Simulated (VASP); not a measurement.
Runs of VASP 6.6.1 on Se. The structure is that of space group Pm-3m (No. 221), or close to it. The cells are those of the table. This isn't the form of Se at room conditions, which is trigonal, of chains.

```csv
cell,gap on the mesh (eV),pressure (GPa)
"a = 2.811 Å, 1 atom",none,-1.9
"a = 2.884 Å, 1 atom",none,(a)
"a = 2.734 Å, 1 atom",none,5.4
"a = 2.848 Å, 1 atom",none,(b)
"a = 2.773 Å, 1 atom",none,1.4
```

Alike in all rows: task single point; level PBEsol; potentials or basis VASP PAW PBE potentials, release 64 (Se); no spin polarisation; k mesh 10 × 10 × 10; cutoff (eV) 520; smearing gaussian 0.02 eV.

**Question.** Fill in the values left out.

**Answer.** (a) -6.5; (b) -4.3.

Caveats: the PAW data sets were made with another functional, which shifts forces and pressure a little; the cell stands under tension (at least some runs); the cell stands under pressure (at least some runs).

A k mesh can miss the band edges, and the runs leave out spin-orbit coupling on Se.

A gap of «none» marks levels without a gap at the run's occupations.
